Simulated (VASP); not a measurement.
A run of VASP 6.6.1 is set up as follows.

File INCAR:

```
PREC = Accurate
ENCUT = 520
EDIFF = 1E-6
ISMEAR = 0
SIGMA = 0.15
LREAL = F
LASPH = T
NELM = 100
ALGO = Normal
ISIF = 2
LWAVE = F
LCHARG = F
GGA = PE
IVDW = 12
NBANDS = 10
```

File KPOINTS:

```
regular mesh
0
Gamma
  22 22 22
```

POSCAR

```
Br
1.0
   -1.3742500000      1.3742500000      3.0415500000
    1.3742500000     -1.3742500000      3.0415500000
    1.3742500000      1.3742500000     -3.0415500000
Br
1
Direct
    0.0000000000      0.0000000000      0.0000000000
```

Potentials or basis: VASP PAW PBE potentials, release 64 (Br).

Run with:

```sh
$ cat potpaw_PBE.64/Br/POTCAR > POTCAR
$ mpirun -np 1 vasp_std > vasp.out
```

**Question.** Predict the band gap on the k mesh.

**Answer.** Zero (an odd number of electrons rules out a gap without spin polarisation).

**Question.** Estimate the pressure.

**Answer.** 7.5 GPa.

**Question.** What does it give for the dispersion energy per atom?

**Answer.** -0.322 eV.

Stress tensor (GPa, compression positive):
```
7.82 0.00 0.00
0.00 7.82 0.00
0.00 0.00 7.00
```

Caveat: the cell stands under pressure; an odd number of electrons without spin polarisation forces a metal; a magnetic or distorted state may lie lower.
